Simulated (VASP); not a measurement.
The system is LiBe.

```
CELL_PARAMETERS angstrom
2.61000 0.00000 0.00000
0.00000 2.61000 0.00000
0.00000 0.00000 3.52350
ATOMIC_POSITIONS crystal
Li 0.00000 0.00000 0.00000
Be 0.50000 0.50000 0.50000
```

- Program: VASP 6.6.1
- Task: relaxation of cell and atoms
- Functional: PBE
- Potentials or basis: VASP PAW PBE potentials, release 64 (Li_sv, Be)
- Cutoff: 750 eV
- k mesh: 16 × 16 × 12
- Occupations: fermi-dirac, width 0.1 eV
- Spin: no spin polarisation

At the start: pressure -2.8 GPa; volume 12.00 Å³/atom.

Task: Where does the relaxation end?

Result: Over 14 steps the energy falls by 53.3 meV/atom and the volume is 11.09 Å³/atom (-7.6 %); space group P4/mmm (No. 123, to 0.1 Å) before and after.

The path:
```tsv
step	energy change (eV)	largest force (eV/Å)	pressure (GPa)	volume (Å³)
1	0.0000	0.0000	-2.83	24.00
2	-0.0128	0.0000	-1.56	23.27
3	-0.0204	0.0000	0.35	22.35
4	-0.0206	0.0000	0.75	22.17
5	-0.0265	0.0000	0.85	22.12
6	-0.0471	0.0000	1.17	21.95
7	-0.0953	0.0000	1.89	21.48
8	0.0804	0.0000	6.20	20.08
9	-0.0997	0.0000	2.14	21.35
10	-0.1000	0.0000	2.35	21.24
11	-0.1035	0.0000	0.02	22.14
12	-0.1046	0.0000	0.75	21.84
13	-0.1064	0.0000	0.26	22.06
14	-0.1067	0.0000	0.01	22.18
```

Final structure:
```xyz
2
Lattice="2.3349 0.0000 0.0000 0.0000 2.3349 0.0000 0.0000 0.0000 4.0682" Properties=species:S:1:pos:R:3 pbc="T T T"
Li    0.0000    2.3349    0.0000
Be    1.1675    1.1675    2.0341
```

Caveat: a cell axis changed by over 15 % at a fixed basis, so the end point is rough.
